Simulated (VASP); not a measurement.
# Al2Pt (Fm-3m) in VASP: a series of runs

Al2Pt is run at these levels: PBEsol; tasks: relaxation of cell and atoms.

Program: VASP 6.6.1. These are calculated values, not measurements. Logs are shortened: lines on timing, memory, paths and dates and some standing lists are left out, and cuts for length are marked.

**1. The cell of the first run**

The structure is cubic, space group Fm-3m (No. 225). Conventional cell: a = 5.916 Å, b = 5.916 Å, c = 5.916 Å, α = 90.00°, β = 90.00°, γ = 90.00°. Al (site symmetry -43m) has 4 Pt at 2.56 Å and 6 Al at 2.96 Å within 3.4 Å. Pt (site symmetry m-3m) has 8 Al at 2.56 Å within 3.4 Å.

**2. Relaxation of cell and atoms, PBEsol, target pressure -1 GPa, at which the enthalpy is minimised**

INCAR reads:

```
ALGO = Fast
EDIFF = 1E-6
EDIFFG = -0.008
ENCUT = 600
GGA = PS
IBRION = 2
ISIF = 3
ISMEAR = 0
LASPH = T
LCHARG = F
LREAL = F
LWAVE = F
NELM = 100
NSW = 70
PREC = Accurate
PSTRESS = -10.0
SIGMA = 0.1
```

KPOINTS reads:

```
k-points
0
Gamma
  12 12 12
```

POSCAR reads:

```
Al2Pt
1.0
    0.0000000000      2.9578592347      2.9578592347
    2.9578592347      0.0000000000      2.9578592347
    2.9578592347      2.9578592347      0.0000000000
Al Pt
2 1
Direct
    0.2500000000      0.2500000000      0.2500000000
    0.7500000000      0.7500000000      0.7500000000
    0.0000000000      0.0000000000      0.0000000000
```

Potentials or basis: VASP PAW PBE potentials, release 64 (Al, Pt).

Run with:

```bash
$ cat potpaw_PBE.64/Al/POTCAR potpaw_PBE.64/Pt/POTCAR > POTCAR
$ mpirun -np 1 vasp_std > vasp.out
```

OUTCAR:

```text
EDIFF = 1E-6
   EDIFFG = -0.008
   ENCUT = 600
   GGA = PS
   IBRION = 2
   ISIF = 3
   ISMEAR = 0
   LASPH = T
   LREAL = F
   NELM = 100
   NSW = 70
   PREC = Accurate
   PSTRESS = -10.0

 ion  position               nearest neighbor table
   1  0.250  0.250  0.250-   3 2.56   3 2.56   3 2.56   3 2.56   2 2.96   2 2.96   2 2.96   2 2.96
                             2 2.96   2 2.96
   2  0.750  0.750  0.750-   3 2.56   3 2.56   3 2.56   3 2.56   1 2.96   1 2.96   1 2.96   1 2.96
                             1 2.96   1 2.96
   3  0.000  0.000  0.000-   2 2.56   1 2.56   2 2.56   1 2.56   2 2.56   2 2.56   1 2.56   1 2.56

  LATTYP: Found a face centered cubic cell.
 ALAT       =     5.9157184694

  Lattice vectors:

 A1 = (   0.0000000000,   2.9578592347,   2.9578592347)
 A2 = (   2.9578592347,   0.0000000000,   2.9578592347)
 A3 = (   2.9578592347,   2.9578592347,   0.0000000000)

Analysis of symmetry for initial positions (statically):
=====================================================================
 Subroutine PRICEL returns:
 Original cell was already a primitive cell.

 Routine SETGRP: Setting up the symmetry group for a
 face centered cubic supercell.

 Subroutine GETGRP returns: Found 48 space group operations
 (whereof 48 operations were pure point group operations)
 out of a pool of 48 trial point group operations.

The static configuration has the point symmetry O_h .

Analysis of symmetry for dynamics (positions and initial velocities):
=====================================================================
 Subroutine PRICEL returns:
 Original cell was already a primitive cell.

 Routine SETGRP: Setting up the symmetry group for a
 face centered cubic supercell.

 Subroutine GETGRP returns: Found 48 space group operations
 (whereof 48 operations were pure point group operations)
 out of a pool of 48 trial point group operations.

The dynamic configuration has the point symmetry O_h .

 Subroutine INISYM returns: Found 48 space group operations
 (whereof 48 operations are pure point group operations),
 and found     1 'primitive' translations

----------------------------------------------------------------------------------------

                                     Primitive cell

  volume of cell :      51.7562

[... 102 lines left out ...]
   NUPDOWN=      -1.0000    fix difference up-down
   EMIN   =  10.00;   EMAX   =-10.00  energy-range for DOS
   EFERMI =   0.00;   METHOD = LEGACY
   ISMEAR =     0;   SIGMA  =   0.10  broadening in eV -4-tet -1-fermi 0-gaus
   EFERMI_NEDOS =   21; number of points for ismear=-14 and -15
   IALGO  =     68    algorithm
   IMIX   =      4    mixing-type and parameters
     AMIX     =   0.40;   BMIX     =  1.00
     AMIX_MAG =   1.60;   BMIX_MAG =  1.00
  volume/ion in A,a.u.               =      17.25       116.42
  Fermi-wavevector in a.u.,A,eV,Ry     =   1.106948  2.091829 16.671688  1.225334
  Thomas-Fermi vector in A             =   2.243456
   LORBIT       =      0    0 simple, 1 ext, 2 COOP (PROOUT), +10 PAW based schemes
   GGA     = PS    functional components
   LHFCALC =     F    Hartree Fock is set to
   AEXX    =    0.0000 exact exchange contribution
   IVDW    =     0    specifies the selected vdW correction
   LEPSILON=     F    determine dielectric tensor
   LRPA    =     F    only Hartree local field effects (RPA)
 conjugate gradient relaxation of ions
 non-spin polarized calculation
 RMM-DIIS sequential band-by-band and
 Gauss-broadening in eV      SIGMA  =   0.10
  energy-cutoff  :      600.00
  volume of cell :       51.76
 maximum number of plane-waves:      1759
 NGX is ok and might be reduce to    36
   NGX = 17   NGY = 17   NGZ = 17

--------------------------------------- Ionic step        1  -------------------------------------------

 number of electron      16.0000001 magnetization

 Free energy of the ion-electron system (eV)
  ---------------------------------------------------
  ext. energy  EPLUGINS =         0.00000000
  ---------------------------------------------------
  free energy    TOTEN  =       -17.76436703 eV

  energy without entropy =      -17.75848302  energy(sigma->0) =      -17.76142503

------------------------ aborting loop because EDIFF is reached ----------------------------------------

  FORCE on cell =-STRESS in cart. coord.  units (eV):
  Direction    XX          YY          ZZ          XY          YZ          ZX
  --------------------------------------------------------------------------------------
  -------------------------------------------------------------------------------------
  Total       -0.3989556     -0.3989556     -0.3989556     -0.0000000      0.0000000      0.0000000
  in kB      -12.3501614    -12.3501614    -12.3501614     -0.0000000      0.0000000      0.0000000
  external PRESSURE =      -2.3501614 kB  Pullay stress =     -10.0000000 kB
[... 65 lines left out ...]
--------------------------------------- Ionic step        3  -------------------------------------------

 number of electron      16.0000000 magnetization

 Free energy of the ion-electron system (eV)
  ---------------------------------------------------
  ext. energy  EPLUGINS =         0.00000000
  ---------------------------------------------------
  free energy    TOTEN  =       -17.76548209 eV

  energy without entropy =      -17.75960741  energy(sigma->0) =      -17.76254475

 E-fermi :   7.8149     XC(G=0): -10.8124

 val. band max:        7.8108679166   @ k =   0.3333   0.2500   0.0000
 cond. band min:       7.8455065036   @ k =  -0.4167   0.2500   0.0000
 fundamental gap:      0.0346385870
 Fermi energy:         7.8149355470

 k-point     1 :       0.0000    0.0000    0.0000
  band No.  band energies     occupation
      1      -2.4456      2.00000
      2       2.7321      2.00000
      3       2.7321      2.00000
      4       2.7321      2.00000
      5       4.0899      2.00000
      6       4.0899      2.00000
      7      10.7814      0.00000
      8      11.5844      0.00000
      9      11.5844      0.00000
     10      11.5844      0.00000
     11      13.2171      0.00000
     12      13.2171      0.00000
[... 331 lines left out ...]
 k-point    24 :      -0.4167    0.1667    0.0000
  band No.  band energies     occupation
      1       0.2007      2.00000
      2       1.7309      2.00000
      3       2.9433      2.00000
      4       3.2599      2.00000
      5       3.8448      2.00000
      6       4.1839      2.00000
      7       4.5630      2.00000
      8       7.3030      2.00000
      9       8.4484      0.00000
     10      11.2788      0.00000
     11      13.4346      0.00000
     12      13.8034      0.00000

 [... further k-points ...]
[... 5 lines left out ...]
  --------------------------------------------------------------------------------------
  -------------------------------------------------------------------------------------
  Total       -0.3021339     -0.3021339     -0.3021339     -0.0000000     -0.0000000      0.0000000
  in kB       -9.3806781     -9.3806781     -9.3806781     -0.0000000     -0.0000000      0.0000000
  external PRESSURE =       0.6193219 kB  Pullay stress =     -10.0000000 kB
[... 22 lines left out ...]
  energy  without entropy=      -17.7596074091  energy(sigma->0) =      -17.76254475

  enthalpy is  TOTEN    =       -18.0875631868 eV   P V=       -0.3220810951

 reached required accuracy - stopping structural energy minimisation
```

Run time: 2.4 min. Hardware: 1 thread of Intel Xeon Platinum 8375C at 2.90GHz (Ice Lake), shared host; peak memory 0.24 GiB.

Results:

| Item | Value |
| --- | --- |
| Free energy | -17.7655 eV |
| Relaxed volume | 17.20 Å³/atom |
| Relaxed cell | a = 4.179 Å, b = 4.179 Å, c = 4.179 Å, α = 60.00°, β = 60.00°, γ = 60.00° |
| Space group after relaxing (to 0.05 Å) | Fm-3m (No. 225) |
| Energy change on relaxing (the enthalpy is what falls) | -0.4 meV/atom |
| Ionic steps | 3 |
| Pressure after relaxing | -0.9 GPa |
| Band gap on the k mesh | zero (band 8 reaches 11.58 eV, above the bottom of band 9 at 6.19 eV) |

The path:
| step | energy change (eV) | largest force (eV/Å) | pressure (GPa) | volume (Å³) |
| --- | --- | --- | --- | --- |
| 1 | 0.0000 | 0.0000 | -1.24 | 51.76 |
| 2 | -0.0013 | 0.0000 | -0.86 | 51.57 |
| 3 | -0.0011 | 0.0000 | -0.94 | 51.60 |

Final structure:
```yaml
crystal:
  lattice:
    - [0.00000, 2.95494, 2.95494]
    - [2.95494, 0.00000, 2.95494]
    - [2.95494, 2.95494, 0.00000]
  atoms:
    - { symbol: Al, position: [0.25000, 0.25000, 0.25000] }
    - { symbol: Al, position: [0.75000, 0.75000, 0.75000] }
    - { symbol: Pt, position: [0.00000, 0.00000, 0.00000] }
```

Caveat: the cell is relaxed towards a set pressure, so the enthalpy falls and the energy may rise; the PAW data sets were made with another functional, which shifts forces and pressure a little; spin-orbit coupling is left out, which moves the levels of the heavy elements.

**3. Relaxation of cell and atoms, PBEsol, target pressure 90 GPa, at which the enthalpy is minimised**

This run uses another cell than the first one, of 12.62 Å³/atom, 0.732 times its volume.

INCAR reads:

```
PREC = Accurate ; ENCUT = 600
EDIFF = 1E-6 ; ISMEAR = 0
SIGMA = 0.1 ; LREAL = False
LASPH = True ; NELM = 60
ALGO = Normal ; ISIF = 3
LWAVE = False ; LCHARG = False
GGA = PS ; IBRION = 2
NSW = 70 ; EDIFFG = -0.008
PSTRESS = 900.0
```

KPOINTS reads:

```
regular mesh
0
Gamma
  14 14 14
```

POSCAR reads:

```
Al2Pt
1.0
    0.0000000000      2.6652050169      2.6652050169
    2.6652050169      0.0000000000      2.6652050169
    2.6652050169      2.6652050169      0.0000000000
Al Pt
2 1
Direct
    0.2500000000      0.2500000000      0.2500000000
    0.7500000000      0.7500000000      0.7500000000
    0.0000000000      0.0000000000      0.0000000000
```

Potentials or basis: VASP PAW PBE potentials, release 64 (Al, Pt).

Run with:

```bash
$ cat potpaw_PBE.64/Al/POTCAR potpaw_PBE.64/Pt/POTCAR > POTCAR
$ mpirun -np 1 vasp_std > vasp.out
```

It took 3.2 min on 1 thread of Intel Xeon Platinum 8375C at 2.90GHz (Ice Lake), shared host; peak memory 0.22 GiB.

It converged, with:

* Free energy: -14.7766 eV
* Relaxed volume: 12.37 Å³/atom
* Relaxed cell: a = 3.744 Å, b = 3.744 Å, c = 3.744 Å, α = 60.00°, β = 60.00°, γ = 60.00°
* Space group after relaxing (to 0.05 Å): Fm-3m (No. 225)
* Energy change on relaxing (the enthalpy is what falls): +134.1 meV/atom
* Ionic steps: 4
* Pressure after relaxing: 90.0 GPa
* Band gap on the k mesh: zero (band 8 reaches 16.29 eV, above the bottom of band 9 at 10.11 eV)

Step by step:
```
step  energy change (eV)  largest force (eV/Å)  pressure (GPa)  volume (Å³)
   1              0.0000                0.0000           80.88        37.86
   2              2.5265                0.0000          136.11        34.06
   3              0.3867                0.0000           89.62        37.14
   4              0.4024                0.0000           89.98        37.11
```

Final structure:
```xyz
3
Lattice="0.0000 2.6474 2.6474 2.6474 0.0000 2.6474 2.6474 2.6474 0.0000" Properties=species:S:1:pos:R:3 pbc="T T T"
Al    1.3237    1.3237    1.3237
Al    3.9710    3.9710    3.9710
Pt    0.0000    0.0000    0.0000
```

Levels at points of the mesh, in eV from the Fermi level:
```csv
k point,band 4,band 5,band 6,band 7,band 8,band 9,band 10,band 11,band 12
"(0.00, 0.00, 0.00)",-7.20,-5.49,-5.49,3.83,3.83,3.83,5.66,7.49,7.49
"(0.50, 0.00, 0.00)",-6.85,-5.04,-5.04,-5.00,0.98,0.98,4.11,6.62,6.62
"(0.50, 0.50, 0.00)",-5.35,-5.35,-4.62,-4.58,-2.36,-2.36,3.76,5.72,7.88
```

Caveat: the cell is relaxed towards a set pressure, so the enthalpy falls and the energy may rise; the PAW data sets were made with another functional, which shifts forces and pressure a little; spin-orbit coupling is left out, which moves the levels of the heavy elements.
